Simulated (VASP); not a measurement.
Runs of VASP 6.6.1 on Sn. The structure is cubic, space group Fd-3m (No. 227). Conventional cell: a = 6.467 Å, b = 6.467 Å, c = 6.467 Å, α = 90.00°, β = 90.00°, γ = 90.00°. Within 3.7 Å of Sn (site symmetry -43m) lie 4 Sn at 2.80 Å. 

```tsv
k mesh	gap on the mesh (eV)	pressure (GPa)
3 × 3 × 3	none	5.5
4 × 4 × 4	none	(a)
5 × 5 × 5	none	4.0
2 × 2 × 2	none	12.9
```

Alike in all rows: task single point; level PBE; potentials or basis VASP PAW PBE potentials, release 64 (Sn_d); no spin polarisation; cell as given; cutoff (eV) 500; smearing methfessel-paxton 0.15 eV.

Problem. Estimate the missing entries.

Solution. (a) 4.4.

Caveats: some runs use coarse meshes; spin-orbit coupling is left out, which moves the levels of the heavy elements.

A k mesh can miss the band edges, and the runs leave out spin-orbit coupling on Sn.

A gap of «none» marks levels without a gap at the run's occupations.
